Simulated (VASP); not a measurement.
**Sn4TeP2: single point with PBE**

The system is Sn4TeP2.

```
Sn Te P
1.0
     4.75566    0.00000    0.00000
     0.00000    4.75566    0.00000
     0.00000    0.00000   13.45104
Sn Te P
4 1 2
Direct
  0.00000 0.00000 0.75000
  0.50000 0.50000 0.50000
  0.00000 0.00000 0.25000
  0.50000 0.50000 0.00000
  0.00000 0.00000 0.50000
  0.50000 0.50000 0.25000
  0.50000 0.50000 0.75000
```

This cell differs from its parent crystal: atoms taken out.

```
Program                : VASP 6.6.1
Task                   : single point
Functional             : PBE
Potentials or basis    : VASP PAW PBE potentials, release 64 (Sn_d, Te, P)
Cutoff                 : 520 eV
k mesh                 : 4 × 4 × 2
Occupations            : gaussian, width 0.1 eV
Spin                   : no spin polarisation
Dipole correction      : no
Further INCAR settings : ALGO = Normal; EDIFF = 1e-06; NBANDS = 45
```

| Item | Value |
| --- | --- |
| Pressure | -7.4 GPa |
| Largest force | 0.423 eV/Å |
| Band gap on the k mesh | zero (bands 36 and 37 overlap by 0.46 eV) |

Forces in eV/Å, atoms in the order of the input:
```
Sn   0.000  0.000 -0.423
Sn   0.000  0.000  0.000
Sn   0.000  0.000  0.423
Sn   0.000  0.000  0.000
Te   0.000  0.000  0.000
P    0.000  0.000 -0.246
P    0.000  0.000  0.246
```

Stress tensor (GPa, compression positive):
```
-6.92  0.00  0.00
 0.00 -6.92  0.00
 0.00  0.00 -8.48
```

Levels at points of the mesh, in eV from the Fermi level:
```csv
k point,band 32,band 33,band 34,band 35,band 36,band 37,band 38,band 39,band 40,band 41
"(0.00, 0.00, 0.00)",-1.06,-1.02,-0.93,-0.93,-0.64,0.89,1.40,1.40,1.50,3.02
"(0.50, 0.00, 0.00)",-0.59,-0.30,-0.14,0.06,0.13,0.37,0.61,1.05,1.09,1.16
"(0.50, 0.50, 0.00)",-2.18,-2.18,-1.82,-1.67,-0.09,-0.09,0.17,0.88,1.33,2.77
"(0.00, 0.00, 0.50)",-1.11,-1.11,-0.88,-0.88,-0.36,1.39,1.39,1.55,1.74,2.40
"(0.50, 0.00, 0.50)",-0.58,-0.39,-0.25,-0.21,0.06,0.38,0.61,0.88,1.08,1.14
"(0.50, 0.50, 0.50)",-2.08,-2.08,-1.84,-1.02,-1.00,-0.12,-0.12,1.11,2.28,2.86
```

It took 4.7 min on 1 thread of Intel Xeon 8259CL (shared host), peak memory 0.44 GiB.

Caveat: the cell differs from its parent crystal (atoms taken out); the cell stands under tension; semilocal functionals underestimate gaps, and a narrow one can read as zero; spin-orbit coupling is left out, which moves the levels of the heavy elements.
